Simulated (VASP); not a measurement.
Input of a VASP 6.6.1 run:

Contents of POSCAR:

```
NaH
1.0
   -0.1250305024      2.5970618674      2.5970618674
    2.5970618674     -0.1250305024      2.5970618674
    2.5970618674      2.5970618674     -0.1250305024
Na H
1 1
Direct
   -0.0047037300     -0.0047037300     -0.0047037300
    0.2547037300      0.2547037300      0.2547037300
```

Contents of INCAR.step1:

```
SYSTEM = NaH
PREC = Accurate
ENCUT = 520
EDIFF = 1E-5
ISMEAR = 0
SIGMA = 0.01
LREAL = .False.
LASPH = .True.
NELM = 100
ALGO = Normal
ISIF = 2
LWAVE = .True.
LCHARG = .False.
NBANDS = 11
GGA = PE
```

INCAR.step2

```
SYSTEM = NaH
PREC = Accurate
ENCUT = 520
EDIFF = 1E-6
ISMEAR = 0
SIGMA = 0.01
LREAL = .False.
LASPH = .True.
NELM = 100
ALGO = Normal
ISIF = 2
LWAVE = .False.
LCHARG = .False.
GGA = PE
LHFCALC = .True.
HFSCREEN = 0.2079
PRECFOCK = Normal
NBANDS = 11
ISTART = 1
```

KPOINTS

```
Automatic mesh
0
Gamma
  6 6 6
  0 0 0
```

Potentials or basis: VASP PAW PBE potentials, release 64 (Na_pv, H).

Command:

```sh
$ cat potpaw_PBE.64/Na_pv/POTCAR potpaw_PBE.64/H/POTCAR > POTCAR
$ cp INCAR.step1 INCAR
$ mpirun -np 1 vasp_std > vasp.out
$ cp INCAR.step2 INCAR
$ mpirun -np 1 vasp_std > vasp.out
```

Task: What does it give for the pressure?

Result: -1.1 GPa.

Task: What does it give for the band gap on the k mesh?

Result: 4.44 eV (least direct gap 5.21 eV).

Task: Predict the largest force.

Result: 0.010 eV/Å.

Forces in eV/Å, atoms in the order of the input:
```
Na   0.006  0.006  0.006
H   -0.006 -0.006 -0.006
```

Caveat: the cell differs from its parent crystal (epitaxial 111 strain +4.8%); the structure was generated, so it needn't be the stable form of NaH; the PAW data sets were made with another functional, which shifts forces and pressure a little. A k mesh can miss the band edges.
